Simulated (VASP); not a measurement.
# InP: single point with r2SCAN

InP:

```
In P
1.0
     0.00000    2.93435    2.93435
     2.93435    0.00000    2.93435
     2.93435    2.93435    0.00000
In P
1 1
Direct
  0.00000 0.00000 0.00000
  0.25000 0.25000 0.25000
```

- Program: VASP 6.6.1
- Task: single point
- Functional: r2SCAN
- Potentials or basis: VASP PAW PBE potentials, release 64 (In_d, P)
- Cutoff: 520 eV
- k mesh: 10 × 10 × 10
- Occupations: gaussian, width 0.01 eV
- Spin: non-collinear spin, zero start, spin-orbit coupling
- Starting moments: [[0.0, 0.0, 0.0], [0.0, 0.0, 0.0]] μB

- Pressure: 1.3 GPa
- Net moment: 0.00 μB per cell
- Valence electrons inside the program's atomic spheres: In 11.52; P 2.53

Moments on the atoms (μB; x, y, z):
```
In  0.00 0.00 0.00
P   0.00 0.00 0.00
```

Wall time 25 min on 1 thread of Intel(R) Xeon(R) Platinum 8259CL CPU @ 2.50GHz (Skylake/Cascade Lake), on a shared host, peak memory 0.46 GiB.

Caveat: the PAW data sets were made with another functional, which shifts forces and pressure a little.
